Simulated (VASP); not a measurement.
Input of a VASP 6.6.1 run:

POSCAR

```
ZrB2
1.0
    3.1673143437      0.0000000000      0.0000000000
   -1.5836571718      2.7429746834      0.0000000000
    0.0000000000      0.0000000000      3.5521986947
Zr B
1 2
Direct
    0.0000000000      0.0000000000      0.0000000000
    0.3333333333      0.6666666667      0.5000000000
    0.6666666667      0.3333333333      0.5000000000
```

File INCAR.step1:

```
SYSTEM = ZrB2
  PREC = Accurate
  ENCUT = 550
  ISMEAR = 0
  SIGMA = 0.1
  LREAL = .FALSE.
  LASPH = .TRUE.
  NELM = 120
  NBANDS = 16
  GGA = PE
  ALGO = Normal
  EDIFF = 1E-5
  LWAVE = .TRUE.
  LCHARG = .FALSE.
  GGA_COMPAT = .FALSE.
```

File INCAR.step2:

```
SYSTEM = ZrB2
  PREC = Accurate
  ENCUT = 550
  EDIFF = 1E-6
  ISMEAR = 0
  SIGMA = 0.1
  LREAL = .FALSE.
  LASPH = .TRUE.
  NELM = 120
  ALGO = Normal
  ISIF = 2
  LWAVE = .FALSE.
  LCHARG = .FALSE.
  METAGGA = R2SCAN
  LMIXTAU = .TRUE.
  NBANDS = 16
  ISTART = 1
  GGA_COMPAT = .FALSE.
```

KPOINTS

```
Automatic mesh
0
G
  15 15 12
  0 0 0
```

Potentials or basis: VASP PAW PBE potentials, release 64 (Zr_sv, B).

Run with:

```console
$ cat potpaw_PBE.64/Zr_sv/POTCAR potpaw_PBE.64/B/POTCAR > POTCAR
$ cp INCAR.step1 INCAR
$ mpirun -np 1 vasp_std > vasp.out
$ cp INCAR.step2 INCAR
$ mpirun -np 1 vasp_std > vasp.out
```

Problem. Predict the pressure.

Solution. 0.0 GPa.

Problem. Estimate the band gap on the k mesh.

Solution. Zero (bands 9 and 10 overlap by 1.12 eV).

Caveat: the PAW data sets were made with another functional, which shifts forces and pressure a little.
